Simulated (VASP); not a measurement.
# MnV (Pm-3m) in VASP: single point with LDA

Aim: the single point of MnV with LDA.

Everything below comes from runs of VASP 6.6.1. Logs are shortened: lines on timing, memory, paths and dates and some standing lists are left out, and cuts for length are marked.

### 1 The cell of the first run

The structure is cubic, space group Pm-3m (No. 221). The conventional cell has a = 2.900 Å, b = 2.900 Å, c = 2.900 Å, α = 90.00°, β = 90.00°, γ = 90.00°. Mn (site symmetry m-3m) has 8 V at 2.51 Å and 6 Mn at 2.90 Å within 3.3 Å. V (site symmetry m-3m) has 8 Mn at 2.51 Å and 6 V at 2.90 Å within 3.3 Å.

### 2 Single point, LDA, collinear spin, ferromagnetic start

File INCAR:

```
SYSTEM = MnV
PREC = Accurate
ENCUT = 520
EDIFF = 1E-6
ISMEAR = -1
SIGMA = 0.05
LREAL = .False.
LASPH = .True.
NELM = 150
ALGO = Normal
ISIF = 2
LWAVE = .False.
LCHARG = .False.
ISPIN = 2
MAGMOM = 1.2 1.2
LORBIT = 11
NUPDOWN = 2.4
LMAXMIX = 4
GGA = CA
NBANDS = 24
```

File KPOINTS:

```
Automatic mesh
0
Gamma
  11 11 11
  0 0 0
```

File POSCAR:

```
MnV
1.0
    2.9000000000      0.0000000000      0.0000000000
    0.0000000000      2.9000000000      0.0000000000
    0.0000000000      0.0000000000      2.9000000000
Mn V
1 1
Direct
    0.0000000000      0.0000000000      0.0000000000
    0.5000000000      0.5000000000      0.5000000000
```

Potentials or basis: VASP PAW LDA potentials, release 64 (Mn_pv, V_sv).

Command:

```
$ cat potpaw_LDA.64/Mn_pv/POTCAR potpaw_LDA.64/V_sv/POTCAR > POTCAR
$ mpirun -np 1 vasp_std > vasp.out
```

OUTCAR:

```text
SYSTEM = MnV
   PREC = Accurate
   ENCUT = 520
   EDIFF = 1E-6
   ISMEAR = -1
   LREAL = .False.
   LASPH = .True.
   NELM = 150
   ISIF = 2
   ISPIN = 2
   LORBIT = 11
   NUPDOWN = 2.4
   GGA = CA

 ion  position               nearest neighbor table
   1  0.000  0.000  0.000-   2 2.51   2 2.51   2 2.51   2 2.51   2 2.51   2 2.51   2 2.51   2 2.51

   2  0.500  0.500  0.500-   1 2.51   1 2.51   1 2.51   1 2.51   1 2.51   1 2.51   1 2.51   1 2.51

  LATTYP: Found a simple cubic cell.
 ALAT       =     2.9000000000

  Lattice vectors:

 A1 = (   2.9000000000,   0.0000000000,   0.0000000000)
 A2 = (   0.0000000000,   2.9000000000,   0.0000000000)
 A3 = (   0.0000000000,   0.0000000000,   2.9000000000)

Analysis of symmetry for initial positions (statically):
=====================================================================
 Subroutine PRICEL returns:
 Original cell was already a primitive cell.

 Routine SETGRP: Setting up the symmetry group for a
 simple cubic supercell.

 Subroutine GETGRP returns: Found 48 space group operations
 (whereof 48 operations were pure point group operations)
 out of a pool of 48 trial point group operations.

The static configuration has the point symmetry O_h .

Analysis of symmetry for dynamics (positions and initial velocities):
=====================================================================
 Subroutine PRICEL returns:
 Original cell was already a primitive cell.

 Routine SETGRP: Setting up the symmetry group for a
 simple cubic supercell.

 Subroutine GETGRP returns: Found 48 space group operations
 (whereof 48 operations were pure point group operations)
 out of a pool of 48 trial point group operations.

The dynamic configuration has the point symmetry O_h .

Analysis of structural, dynamic, and magnetic symmetry:
=====================================================================
 Subroutine PRICEL returns:
 Original cell was already a primitive cell.

 Routine SETGRP: Setting up the symmetry group for a
 simple cubic supercell.

 Subroutine GETGRP returns: Found 48 space group operations
 (whereof 48 operations were pure point group operations)
 out of a pool of 48 trial point group operations.

The overall configuration has the point symmetry O_h .

 Subroutine INISYM returns: Found 48 space group operations
 (whereof 48 operations are pure point group operations),
 and found     1 'primitive' translations

----------------------------------------------------------------------------------------

                                     Primitive cell

  volume of cell :      24.3890

  direct lattice vectors                    reciprocal lattice vectors
     2.900000000  0.000000000  0.000000000     0.344827586  0.000000000  0.000000000
     0.000000000  2.900000000  0.000000000     0.000000000  0.344827586  0.000000000
     0.000000000  0.000000000  2.900000000     0.000000000  0.000000000  0.344827586

  length of vectors
     2.900000000  2.900000000  2.900000000     0.344827586  0.344827586  0.344827586

  position of ions in fractional coordinates (direct lattice)
     0.000000000  0.000000000  0.000000000
     0.500000000  0.500000000  0.500000000

  ion indices of the primitive-cell ions
   primitive index   ion index
                 1           1
                 2           2

----------------------------------------------------------------------------------------

 KPOINTS: Automatic mesh

Automatic generation of k-mesh.
 Grid dimensions read from file:
 generate k-points for:   11   11   11

 Generating k-lattice:

  Cartesian coordinates                     Fractional coordinates (reciprocal lattice)
     0.031347962  0.000000000  0.000000000     0.090909091  0.000000000  0.000000000
     0.000000000  0.031347962  0.000000000     0.000000000  0.090909091  0.000000000
     0.000000000  0.000000000  0.031347962     0.000000000  0.000000000  0.090909091

  Length of vectors
     0.031347962  0.031347962  0.031347962

  Shift w.r.t. Gamma in fractional coordinates (k-lattice)
     0.000000000  0.000000000  0.000000000

 Subroutine IBZKPT returns following result:
 ===========================================

 Found     56 irreducible k-points:

 Following reciprocal coordinates:
            Coordinates               Weight
  0.000000  0.000000  0.000000      1.000000
  0.090909  0.000000  0.000000      6.000000
  0.181818  0.000000  0.000000      6.000000
  0.272727  0.000000  0.000000      6.000000
  0.363636  0.000000  0.000000      6.000000
  0.454545  0.000000  0.000000      6.000000
[... 16 lines left out ...]
  0.181818  0.090909  0.090909     24.000000
  0.272727  0.090909  0.090909     24.000000
 [... further k-points ...]
   k-points           NKPTS =     56   k-points in BZ     NKDIM =     56   number of bands    NBANDS=     24
   number of dos      NEDOS =    301   number of ions     NIONS =      2
   total plane-waves  NPLWV =  13824
   dimension x,y,z NGX =    24 NGY =   24 NGZ =   24
   dimension x,y,z NGXF=    48 NGYF=   48 NGZF=   48
   ions per type =               1   1
   NGX,Y,Z   is equivalent  to a cutoff of  13.76, 13.76, 13.76 a.u.
   NGXF,Y,Z  is equivalent  to a cutoff of  27.52, 27.52, 27.52 a.u.
 SYSTEM =  MnV
   PREC   = accura    normal or accurate (medium, high low for compatibility)
   ISTART =      0    job   : 0-new  1-cont  2-samecut
   ICHARG =      2    charge: 1-file 2-atom 10-const
   ISPIN  =      2    spin polarized calculation?
   LNONCOLLINEAR =      F non collinear calculations
   LSORBIT =      F    spin-orbit coupling
   LASPH  =      T    aspherical Exc in radial PAW
   ENCUT  =  520.0 eV  38.22 Ry    6.18 a.u.   5.39  5.39  5.39*2*pi/ulx,y,z
   NELM   =    150;   NELMIN=  2; NELMDL= -5     # of ELM steps
   EDIFF  = 0.1E-05   stopping-criterion for ELM
   LREAL  =      F    real-space projection
   EDIFFG = 0.1E-04   stopping-criterion for IOM
   NSW    =      0    number of steps for IOM
   IBRION =     -1    ionic relax: 0-MD 1-quasi-New 2-CG
   NFREE  =      0    steps in history (QN), initial steepest desc. (CG)
   ISIF   =      2    stress and relaxation
   ISYM   =      2    0-nonsym 1-usesym 2-fastsym
   POTIM  = 0.5000    time-step for ionic-motion
   TEBEG  =    0.0;   TEEND  =   0.0 temperature during run
   PSTRESS=    0.0 pullay stress
   NELECT =      26.0000    total number of electrons
   NUPDOWN=       2.4000    fix difference up-down
   EMIN   =  10.00;   EMAX   =-10.00  energy-range for DOS
   EFERMI =   0.00;   METHOD = LEGACY
   ISMEAR =    -1;   SIGMA  =   0.05  broadening in eV -4-tet -1-fermi 0-gaus
   EFERMI_NEDOS =   21; number of points for ismear=-14 and -15
   IALGO  =     38    algorithm
   IMIX   =      4    mixing-type and parameters
     AMIX     =   0.40;   BMIX     =  1.00
     AMIX_MAG =   1.60;   BMIX_MAG =  1.00
  volume/ion in A,a.u.               =      12.19        82.29
  Fermi-wavevector in a.u.,A,eV,Ry     =   1.672379  3.160337 38.053459  2.796850
  Thomas-Fermi vector in A             =   2.757536
   LORBIT       =     11    0 simple, 1 ext, 2 COOP (PROOUT), +10 PAW based schemes
   GGA     = CA    functional components
   LHFCALC =     F    Hartree Fock is set to
   AEXX    =    0.0000 exact exchange contribution
   IVDW    =     0    specifies the selected vdW correction
   LEPSILON=     F    determine dielectric tensor
   LRPA    =     F    only Hartree local field effects (RPA)
 spin polarized calculation
  energy-cutoff  :      520.00
  volume of cell :       24.39
 maximum number of plane-waves:       691
 NGX is ok and might be reduce to    24
   NGX = 11   NGY = 11   NGZ = 11

 number of electron      25.9999994 magnetization       2.3999997

 Free energy of the ion-electron system (eV)
  ---------------------------------------------------
  ext. energy  EPLUGINS =         0.00000000
  ---------------------------------------------------
  free energy    TOTEN  =       -19.49636625 eV

  energy without entropy =      -19.45610093  energy(sigma->0) =      -19.47623359

 E-fermi :   9.4707     XC(G=0): -13.6831

 val. band max:       10.6235578676   @ k =   0.4545   0.2727   0.0000
 cond. band min:       9.4879374238   @ k =   0.3636   0.2727   0.0000
 fundamental gap:     -1.1356204438
 Fermi energy:        10.6337046277

 spin component 1

 k-point     1 :       0.0000    0.0000    0.0000
  band No.  band energies     occupation
      1     -53.2883      1.00000
      2     -38.1423      1.00000
      3     -38.1423      1.00000
      4     -38.1423      1.00000
      5     -27.4418      1.00000
      6     -27.4418      1.00000
[... 16 lines left out ...]
     23      26.7518      0.00000
     24      31.6935      0.00000

 k-point     2 :       0.0909    0.0000    0.0000
  band No.  band energies     occupation
      1     -53.2865      1.00000
      2     -38.1485      1.00000
      3     -38.1414      1.00000
      4     -38.1414      1.00000
      5     -27.4625      1.00000
      6     -27.4411      1.00000
[... 16 lines left out ...]
     23      27.2356      0.00000
     24      31.2138      0.00000

 k-point     3 :       0.1818    0.0000    0.0000
  band No.  band energies     occupation
      1     -53.2817      1.00000
      2     -38.1651      1.00000
      3     -38.1389      1.00000
      4     -38.1389      1.00000
      5     -27.5178      1.00000
      6     -27.4392      1.00000
[... 16 lines left out ...]
     23      27.8535      0.00000
     24      30.2729      0.00000
[... 514 lines left out ...]
 k-point    23 :       0.1818    0.0909    0.0909
  band No.  band energies     occupation
      1     -53.2778      1.00000
      2     -38.1644      1.00000
      3     -38.1454      1.00000
      4     -38.1438      1.00000
      5     -27.5151      1.00000
      6     -27.4586      1.00000
[... 16 lines left out ...]
     23      28.6151      0.00000
     24      29.7298      0.00000

 k-point    24 :       0.2727    0.0909    0.0909
  band No.  band energies     occupation
      1     -53.2712      1.00000
      2     -38.1866      1.00000
      3     -38.1421      1.00000
      4     -38.1417      1.00000
      5     -27.5846      1.00000
      6     -27.4540      1.00000
[... 16 lines left out ...]
     23      28.8389      0.00000
     24      29.2264      0.00000

 [... further k-points ...]

 spin component 2

 k-point     1 :       0.0000    0.0000    0.0000
  band No.  band energies     occupation
      1     -53.0110      1.00000
      2     -36.2708      1.00000
      3     -36.2708      1.00000
      4     -36.2708      1.00000
      5     -27.1672      1.00000
      6     -27.1672      1.00000
[... 16 lines left out ...]
     23      27.4141      0.00000
     24      32.0126      0.00000

 k-point     2 :       0.0909    0.0000    0.0000
  band No.  band energies     occupation
      1     -53.0091      1.00000
      2     -36.2775      1.00000
      3     -36.2697      1.00000
      4     -36.2697      1.00000
      5     -27.1881      1.00000
      6     -27.1666      1.00000
[... 16 lines left out ...]
     23      27.8646      0.00000
     24      31.5387      0.00000

 k-point     3 :       0.1818    0.0000    0.0000
  band No.  band energies     occupation
      1     -53.0042      1.00000
      2     -36.2954      1.00000
      3     -36.2667      1.00000
      4     -36.2667      1.00000
      5     -27.2440      1.00000
      6     -27.1651      1.00000
[... 16 lines left out ...]
     23      28.4226      0.00000
     24      30.6007      0.00000
[... 514 lines left out ...]
 k-point    23 :       0.1818    0.0909    0.0909
  band No.  band energies     occupation
      1     -53.0003      1.00000
      2     -36.2947      1.00000
      3     -36.2739      1.00000
      4     -36.2718      1.00000
      5     -27.2415      1.00000
      6     -27.1847      1.00000
[... 16 lines left out ...]
     23      29.1821      0.00000
     24      30.0874      0.00000

 k-point    24 :       0.2727    0.0909    0.0909
  band No.  band energies     occupation
      1     -52.9937      1.00000
      2     -36.3188      1.00000
      3     -36.2699      1.00000
      4     -36.2694      1.00000
      5     -27.3114      1.00000
      6     -27.1803      1.00000
[... 16 lines left out ...]
     23      29.1765      0.00000
     24      29.7321      0.00000

 [... further k-points ...]

------------------------ aborting loop because EDIFF is reached ----------------------------------------

  FORCE on cell =-STRESS in cart. coord.  units (eV):
  Direction    XX          YY          ZZ          XY          YZ          ZX
  --------------------------------------------------------------------------------------
  -------------------------------------------------------------------------------------
  Total       -0.8736204     -0.8736204     -0.8736204      0.0000000      0.0000000     -0.0000000
  in kB      -57.3904136    -57.3904136    -57.3904136      0.0000000      0.0000000     -0.0000000
  external PRESSURE =     -57.3904136 kB  Pullay stress =       0.0000000 kB

 VOLUME and BASIS-vectors are now :
 -----------------------------------------------------------------------------
  energy-cutoff  :      520.00
  volume of cell :       24.39
      direct lattice vectors                 reciprocal lattice vectors
     2.900000000  0.000000000  0.000000000     0.344827586  0.000000000  0.000000000
     0.000000000  2.900000000  0.000000000     0.000000000  0.344827586  0.000000000
     0.000000000  0.000000000  2.900000000     0.000000000  0.000000000  0.344827586

 POSITION                                       TOTAL-FORCE (eV/Angst)
 -----------------------------------------------------------------------------------
      0.00000      0.00000      0.00000         0.000000      0.000000      0.000000
      1.45000      1.45000      1.45000         0.000000      0.000000      0.000000
 -----------------------------------------------------------------------------------
    total drift:                                0.000000      0.000000     -0.000000

  FREE ENERGIE OF THE ION-ELECTRON SYSTEM (eV)
  ---------------------------------------------------
  free  energy   TOTEN  =       -19.4963662462 eV

  energy  without entropy=      -19.4561009262  energy(sigma->0) =      -19.47623359

 total charge

# of ion       s       p       d       tot
------------------------------------------
    1        0.419   6.341   5.168  11.927
    2        2.346   6.244   3.116  11.706
--------------------------------------------------
tot          2.765  12.584   8.284  23.633

 magnetization (x)

# of ion       s       p       d       tot
------------------------------------------
    1        0.017   0.047   1.880   1.944
    2       -0.002   0.026   0.280   0.303
--------------------------------------------------
tot          0.014   0.073   2.160   2.247
```

It took 59 s on 1 thread of Intel Xeon 8259CL, shared host; peak memory 0.17 GiB.

What came out:

```yaml
Free_energy: -19.4964 eV
Pressure: -5.7 GPa
Net_moment: 2.40 μB per cell
Site_moments: Mn +1.94; V +0.30 μB
Valence_electrons_inside_the_program's_atomic_spheres: Mn 11.93; V 11.71
```

Caveat: the cell stands under tension; the total moment is fixed, so each spin has its own Fermi level.
